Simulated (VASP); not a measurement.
A run of VASP 6.6.1 is set up as follows.

POSCAR

```
GaN
1.0
    2.9674563568      0.0000000000      0.0000000000
   -1.4837281784      2.5698925896      0.0000000000
    0.0000000000      0.0000000000      5.0327427812
Ga N
2 2
Direct
    0.0000000000      0.0000000000      0.0000000000
    0.0000000000      0.0000000000      0.5000000000
    0.3333333333      0.6666666667      0.2500000000
    0.6666666667      0.3333333333      0.7500000000
```

File INCAR.step1:

```
SYSTEM = GaN
PREC     = Accurate       ! precision mode
ENCUT    = 520            ! plane-wave cutoff, eV
ISMEAR   = -1             ! smearing method
SIGMA    = 0.08           ! smearing width, eV
LREAL    = .FALSE.        ! projectors in reciprocal space
LASPH    = .TRUE.         ! aspherical terms in the spheres
NELM     = 80             ! most SCF steps
NBANDS   = 26             ! bands
GGA      = PE             ! functional
ALGO     = Normal         ! electronic algorithm
EDIFF    = 1E-4           ! SCF threshold, eV
LWAVE    = .TRUE.         ! write WAVECAR
LCHARG   = .FALSE.        ! write CHGCAR
```

INCAR.step2

```
SYSTEM = GaN
PREC     = Accurate       ! precision mode
ENCUT    = 520            ! plane-wave cutoff, eV
EDIFF    = 1E-8           ! SCF threshold, eV
ISMEAR   = -1             ! smearing method
SIGMA    = 0.08           ! smearing width, eV
LREAL    = .FALSE.        ! projectors in reciprocal space
LASPH    = .TRUE.         ! aspherical terms in the spheres
NELM     = 80             ! most SCF steps
ALGO     = Normal         ! electronic algorithm
ISIF     = 2              ! what is computed and relaxed
LWAVE    = .FALSE.        ! write WAVECAR
LCHARG   = .FALSE.        ! write CHGCAR
METAGGA  = R2SCAN         ! meta-GGA
LMIXTAU  = .TRUE.       
LEFG     = .TRUE.       
NBANDS   = 26             ! bands
ISTART   = 1
```

Contents of KPOINTS:

```
regular mesh
0
G
  12 12 7
  0 0 0
```

Potentials or basis: VASP PAW PBE potentials, release 64 (Ga_d, N).

Command:

```bash
$ cat potpaw_PBE.64/Ga_d/POTCAR potpaw_PBE.64/N/POTCAR > POTCAR
$ cp INCAR.step1 INCAR
$ mpirun -np 1 vasp_std > vasp.out
$ cp INCAR.step2 INCAR
$ mpirun -np 1 vasp_std > vasp.out
```

Q: Estimate the pressure.

A: 1.1 GPa.

Q: Predict the band gap on the k mesh.

A: 1.88 eV (least direct gap 2.27 eV).

Electric field gradients, principal values (V/Å²):
| atom | least | middle | greatest (by size) |
| --- | --- | --- | --- |
| 1 Ga | 7.470 | 7.476 | -14.946 |
| 2 Ga | 7.470 | 7.476 | -14.946 |
| 3 N | -5.897 | -5.900 | 11.797 |
| 4 N | -5.897 | -5.900 | 11.797 |

Caveat: without QUAD_EFG the Cq values of the log hold for a quadrupole moment of 1 mb, not for the nuclei; the PAW data sets were made with another functional, which shifts forces and pressure a little. A k mesh can miss the band edges.
